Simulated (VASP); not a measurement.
# Pt in VASP: a series of runs

Runs on Pt. Level: PBE. Tasks: single point, relaxation of cell and atoms.

All numbers are computed with VASP 6.6.1; they aren't measurements. Logs are shortened: lines on timing, memory, paths and dates and some standing lists are left out, and cuts for length are marked.

### Step 1. The cell of the first run

The typed cell holds 1 atom: a = 2.807 Å, b = 2.807 Å, c = 2.807 Å, α = 60.00°, β = 60.00°, γ = 60.00°.

### Step 2. Single point, PBE

The input, INCAR:

```
PREC = Accurate ; ENCUT = 520
EDIFF = 1E-6 ; ISMEAR = 0
SIGMA = 0.1 ; LREAL = F
LASPH = T ; NELM = 80
ALGO = Fast ; ISIF = 2
LWAVE = F ; LCHARG = F
GGA = PE ; NBANDS = 11
```

The input, KPOINTS:

```
regular mesh
0
Gamma
  24 24 24
```

The input, POSCAR:

```
Pt
1.0
    1.4035720702      0.8103527126      2.2922170272
   -1.4035720702      0.8103527126      2.2922170272
    0.0000000000     -1.6207054251      2.2922170272
Pt
1
Direct
    0.0000000000      0.0000000000      0.0000000000
```

Potentials or basis: VASP PAW PBE potentials, release 64 (Pt).

The run is started by

```sh
$ cat potpaw_PBE.64/Pt/POTCAR > POTCAR
$ mpirun -np 1 vasp_std > vasp.out
```

OUTCAR:

```text
PREC = Accurate
   ENCUT = 520
   EDIFF = 1E-6
   ISMEAR = 0
   LREAL = F
   LASPH = T
   NELM = 80
   ISIF = 2
   GGA = PE

 ion  position               nearest neighbor table
   1  0.000  0.000  0.000-

  LATTYP: Found a trigonal (rhomboedric) cell.
 ALAT       =     2.8073020812
 COS(alpha) =     0.5000562591

  Lattice vectors:

 A1 = (   1.4035720702,   0.8103527126,   2.2922170272)
 A2 = (  -1.4035720702,   0.8103527126,   2.2922170272)
 A3 = (   0.0000000000,  -1.6207054251,   2.2922170272)

Analysis of symmetry for initial positions (statically):
=====================================================================
 Subroutine PRICEL returns:
 Original cell was already a primitive cell.

 Routine SETGRP: Setting up the symmetry group for a
 trigonal (rhombohedral) supercell.

 Subroutine GETGRP returns: Found 12 space group operations
 (whereof 12 operations were pure point group operations)
 out of a pool of 12 trial point group operations.

The static configuration has the point symmetry D_3d.

Analysis of symmetry for dynamics (positions and initial velocities):
=====================================================================
 Subroutine PRICEL returns:
 Original cell was already a primitive cell.

 Routine SETGRP: Setting up the symmetry group for a
 trigonal (rhombohedral) supercell.

 Subroutine GETGRP returns: Found 12 space group operations
 (whereof 12 operations were pure point group operations)
 out of a pool of 12 trial point group operations.

The dynamic configuration has the point symmetry D_3d.

 Subroutine INISYM returns: Found 12 space group operations
 (whereof 12 operations are pure point group operations),
 and found     1 'primitive' translations

----------------------------------------------------------------------------------------

                                     Primitive cell

  volume of cell :      15.6428

  direct lattice vectors                    reciprocal lattice vectors
     1.403572070  0.810352713  2.292217027     0.356233934  0.205671758  0.145419622
    -1.403572070  0.810352713  2.292217027    -0.356233934  0.205671758  0.145419622
     0.000000000 -1.620705425  2.292217027     0.000000000 -0.411343515  0.145419622

  length of vectors
     2.807302081  2.807302081  2.807302081     0.436291593  0.436291593  0.436291593

  position of ions in fractional coordinates (direct lattice)
[... 83 lines left out ...]
   ISIF   =      2    stress and relaxation
   ISYM   =      2    0-nonsym 1-usesym 2-fastsym
   POTIM  = 0.5000    time-step for ionic-motion
   TEBEG  =    0.0;   TEEND  =   0.0 temperature during run
   PSTRESS=    0.0 pullay stress
   NELECT =      10.0000    total number of electrons
   NUPDOWN=      -1.0000    fix difference up-down
   EMIN   =  10.00;   EMAX   =-10.00  energy-range for DOS
   EFERMI =   0.00;   METHOD = LEGACY
   ISMEAR =     0;   SIGMA  =   0.10  broadening in eV -4-tet -1-fermi 0-gaus
   EFERMI_NEDOS =   21; number of points for ismear=-14 and -15
   IALGO  =     68    algorithm
   IMIX   =      4    mixing-type and parameters
     AMIX     =   0.40;   BMIX     =  1.00
     AMIX_MAG =   1.60;   BMIX_MAG =  1.00
  volume/ion in A,a.u.               =      15.64       105.56
  Fermi-wavevector in a.u.,A,eV,Ry     =   1.410272  2.665028 27.060182  1.988867
  Thomas-Fermi vector in A             =   2.532243
   LORBIT       =      0    0 simple, 1 ext, 2 COOP (PROOUT), +10 PAW based schemes
   GGA     = PE    functional components
   LHFCALC =     F    Hartree Fock is set to
   AEXX    =    0.0000 exact exchange contribution
   IVDW    =     0    specifies the selected vdW correction
   LEPSILON=     F    determine dielectric tensor
   LRPA    =     F    only Hartree local field effects (RPA)
 non-spin polarized calculation
 RMM-DIIS sequential band-by-band and
 Gauss-broadening in eV      SIGMA  =   0.10
  energy-cutoff  :      520.00
  volume of cell :       15.64
 maximum number of plane-waves:       444
 NGX is ok and might be reduce to    24

 number of electron      10.0000002 magnetization

 Free energy of the ion-electron system (eV)
  ---------------------------------------------------
  ext. energy  EPLUGINS =         0.00000000
  ---------------------------------------------------
  free energy    TOTEN  =        -6.10283435 eV

  energy without entropy =       -6.09156039  energy(sigma->0) =       -6.09719737

 E-fermi :  10.5623     XC(G=0): -13.2717

 val. band max:       10.5617312235   @ k =  -0.3750  -0.3750   0.0417
 cond. band min:      10.5633806418   @ k =  -0.4583   0.5000   0.3750
 fundamental gap:      0.0016494183
 Fermi energy:        10.5622776856

 k-point     1 :       0.0000    0.0000    0.0000
  band No.  band energies     occupation
      1       0.7642      2.00000
      2       7.0038      2.00000
      3       7.0047      2.00000
      4       7.0047      2.00000
      5       9.0333      2.00000
      6       9.0333      2.00000
      7      25.3100      0.00000
      8      30.0692      0.00000
      9      30.0719      0.00000
     10      30.0719      0.00000
     11      35.2836      0.00000
[... 309 lines left out ...]
 k-point    24 :       0.4583    0.0417   -0.0000
  band No.  band energies     occupation
      1       3.6767      2.00000
      2       6.9296      2.00000
      3       7.0293      2.00000
      4       9.2740      2.00000
      5      10.5664      0.95361
      6      10.8673      0.00002
      7      16.8875      0.00000
      8      25.0878      0.00000
      9      29.2900      0.00000
     10      29.5756      0.00000
     11      37.8268      0.00000

 [... further k-points ...]

------------------------ aborting loop because EDIFF is reached ----------------------------------------

  FORCE on cell =-STRESS in cart. coord.  units (eV):
  Direction    XX          YY          ZZ          XY          YZ          ZX
  --------------------------------------------------------------------------------------
  -------------------------------------------------------------------------------------
  Total       -0.0488191     -0.0488191     -0.0498360      0.0000000     -0.0000000      0.0000000
  in kB       -5.0001699     -5.0001699     -5.1043166      0.0000000     -0.0000000      0.0000000
  external PRESSURE =      -5.0348855 kB  Pullay stress =       0.0000000 kB

 VOLUME and BASIS-vectors are now :
 -----------------------------------------------------------------------------
  energy-cutoff  :      520.00
  volume of cell :       15.64
      direct lattice vectors                 reciprocal lattice vectors
     1.403572070  0.810352713  2.292217027     0.356233934  0.205671758  0.145419622
    -1.403572070  0.810352713  2.292217027    -0.356233934  0.205671758  0.145419622
     0.000000000 -1.620705425  2.292217027     0.000000000 -0.411343515  0.145419622

 POSITION                                       TOTAL-FORCE (eV/Angst)
 -----------------------------------------------------------------------------------
      0.00000      0.00000      0.00000         0.000000      0.000000      0.000000
 -----------------------------------------------------------------------------------
    total drift:                               -0.000000     -0.000000     -0.000000

  FREE ENERGIE OF THE ION-ELECTRON SYSTEM (eV)
  ---------------------------------------------------
  free  energy   TOTEN  =        -6.1028343473 eV

  energy  without entropy=       -6.0915603902  energy(sigma->0) =       -6.09719737
```

OSZICAR:

```text
N       E                     dE             d eps       ncg     rms          rms(c)
DAV:   1     0.395858363003E+02    0.39586E+02   -0.53331E+03 29518   0.842E+02
DAV:   2    -0.587277257040E+01   -0.45459E+02   -0.43525E+02 32959   0.175E+02
DAV:   3    -0.648184133519E+01   -0.60907E+00   -0.60408E+00 33839   0.193E+01
DAV:   4    -0.648427712166E+01   -0.24358E-02   -0.24356E-02 33272   0.144E+00
DAV:   5    -0.648429731904E+01   -0.20197E-04   -0.20196E-04 33952   0.122E-01    0.116E+01
RMM:   6    -0.613996383009E+01    0.34433E+00   -0.36212E-01 29030   0.512E+00    0.614E+00
RMM:   7    -0.610585865731E+01    0.34105E-01   -0.66324E-02 30421   0.237E+00    0.246E+00
RMM:   8    -0.610310067508E+01    0.27580E-02   -0.74591E-03 30610   0.749E-01    0.580E-01
RMM:   9    -0.610281765746E+01    0.28302E-03   -0.82924E-04 32703   0.251E-01    0.456E-02
RMM:  10    -0.610283244500E+01   -0.14788E-04   -0.12678E-04 34202   0.848E-02    0.584E-02
RMM:  11    -0.610283390028E+01   -0.14553E-05   -0.15488E-05 32660   0.266E-02    0.922E-03
RMM:  12    -0.610283434729E+01   -0.44701E-06   -0.39177E-06 27431   0.140E-02
   1 F= -.61028343E+01 E0= -.60971974E+01  d E =-.112740E-01
```

stdout:

```text
POSCAR found type information on POSCAR Pt
 POSCAR found :  1 types and       1 ions
 scaLAPACK will be used
 LDA part: xc-table for (Slater+PW92), standard interpolation
 POSCAR, INCAR and KPOINTS ok, starting setup
 FFT: planning ... GRIDC
 FFT: planning ... GRID_SOFT
 FFT: planning ... GRID
 WAVECAR not read
 entering main loop
```

Wall time 2.8 min (1 thread of Intel Xeon Platinum 8488C (Sapphire Rapids), shared host); peak memory 0.34 GiB.

What came out:

* Free energy: -6.1028 eV
* Pressure: -0.5 GPa
* Band gap on the k mesh: zero (band 5 reaches 11.03 eV, above the bottom of band 6 at 8.94 eV)

Caveat: spin-orbit coupling is left out, which moves the levels of the heavy elements.

### Step 3. Single point, PBE

This run uses another cell than the first one: it holds 4 atoms, not 1.

The input, INCAR:

```
SYSTEM = Pt
ALGO     = Normal         ! electronic algorithm
EDIFF    = 1E-6           ! SCF threshold, eV
ENCUT    = 520            ! plane-wave cutoff, eV
GGA      = PE             ! functional
ISIF     = 2              ! what is computed and relaxed
ISMEAR   = 0              ! smearing method
LASPH    = .True.         ! aspherical terms in the spheres
LCHARG   = .True.         ! write CHGCAR
LELF     = .True.         ! ELF
LREAL    = .False.        ! projectors in reciprocal space
LVHAR    = .True.       
LWAVE    = .False.        ! write WAVECAR
NBANDS   = 28             ! bands
NELM     = 80             ! most SCF steps
PREC     = Accurate       ! precision mode
SIGMA    = 0.1            ! smearing width, eV
```

The input, KPOINTS:

```
k-points
0
Gamma
  4 4 4
  0 0 0
```

The input, POSCAR:

```
Pt
1.0
    3.9655928387      0.0000000000      0.0000000000
    0.0000000000      3.9655928387      0.0000000000
    0.0000000000      0.0000000000      3.9655928387
Pt
4
Direct
    0.0000054259      0.0000054259      0.0000054259
    0.4999945741      0.9999945741      0.5000054259
    0.5000054259      0.4999945741      0.9999945741
    0.9999945741      0.5000054259      0.4999945741
```

Potentials or basis: VASP PAW PBE potentials, release 64 (Pt).

The run is started by

```sh
$ cat potpaw_PBE.64/Pt/POTCAR > POTCAR
$ mpirun -np 1 vasp_std > vasp.out
```

Run time: 8.5 s. Hardware: 1 thread of Intel Xeon 6975P-C (Granite Rapids), shared host; peak memory 0.16 GiB.

It converged, with:

| Item | Value |
| --- | --- |
| Free energy | -24.3148 eV |
| Pressure | -0.5 GPa |
| Band gap on the k mesh | zero (band 20 reaches 11.05 eV, above the bottom of band 21 at 10.41 eV) |

Levels at points of the mesh, in eV from the Fermi level:
| k point | band 16 | band 17 | band 18 | band 19 | band 20 | band 21 | band 22 | band 23 | band 24 | band 25 |
| --- | --- | --- | --- | --- | --- | --- | --- | --- | --- | --- |
| (0.00, 0.00, 0.00) | 0.58 | 0.58 | 0.58 | 0.58 | 0.58 | 0.58 | 2.01 | 2.01 | 2.01 | 8.67 |
| (0.50, 0.00, 0.00) | -1.89 | -1.76 | -1.76 | -0.70 | -0.70 | 0.59 | 0.59 | 7.04 | 7.04 | 8.27 |
| (0.50, 0.50, 0.00) | -2.29 | -1.51 | -1.51 | -1.51 | -1.51 | 1.92 | 1.92 | 1.92 | 1.92 | 10.68 |
| (0.50, 0.50, 0.50) | -0.17 | 0.15 | 0.15 | 0.15 | 0.15 | 0.15 | 0.15 | 0.15 | 0.15 | 5.73 |

Caveat: the k points lie up to 0.40 Å⁻¹ apart; spin-orbit coupling is left out, which moves the levels of the heavy elements.

### Step 4. Single point, PBE

The input, INCAR:

```
PREC = Accurate ; ENCUT = 520
EDIFF = 1E-6 ; ISMEAR = 0
SIGMA = 0.1 ; LREAL = F
LASPH = T ; NELM = 80
ALGO = Normal ; ISIF = 2
LWAVE = F ; LCHARG = T
GGA = PE ; LELF = T
LVHAR = T ; NBANDS = 11
```

The input, KPOINTS:

```
Automatic mesh
0
Gamma
  24 24 24
```

The input, POSCAR:

```
Pt
1.0
    0.0000000000      1.9850439983      1.9850439983
    1.9850439983      0.0000000000      1.9850439983
    1.9850439983      1.9850439983      0.0000000000
Pt
1
Direct
    0.0000000000      0.0000000000      0.0000000000
```

The run is started by

```sh
$ cat potpaw_PBE.64/Pt/POTCAR > POTCAR
$ mpirun -np 1 vasp_std > vasp.out
```

It took 18 s on 1 thread of Intel Xeon 6975P-C (Granite Rapids), shared host; peak memory 0.2 GiB.

The run converged. Its results:

```
Free energy            : -6.1028 eV
Pressure               : -0.5 GPa
Band gap on the k mesh : zero (band 5 reaches 11.03 eV, above the bottom of band 6 at 8.94 eV)
```

Levels at points of the mesh, in eV from the Fermi level:
```tsv
k point	band 2	band 3	band 4	band 5	band 6	band 7	band 8	band 9
(0.00, 0.00, 0.00)	-3.56	-3.56	-3.56	-1.53	-1.53	14.75	19.51	19.51
(0.50, 0.00, 0.00)	-3.61	-3.61	-0.31	0.04	0.04	5.58	14.30	18.74
(0.50, 0.50, 0.00)	-6.23	0.01	0.47	0.47	1.86	8.50	11.29	11.29
```

Caveat: spin-orbit coupling is left out, which moves the levels of the heavy elements.

(Continued in part 2 of 2.)
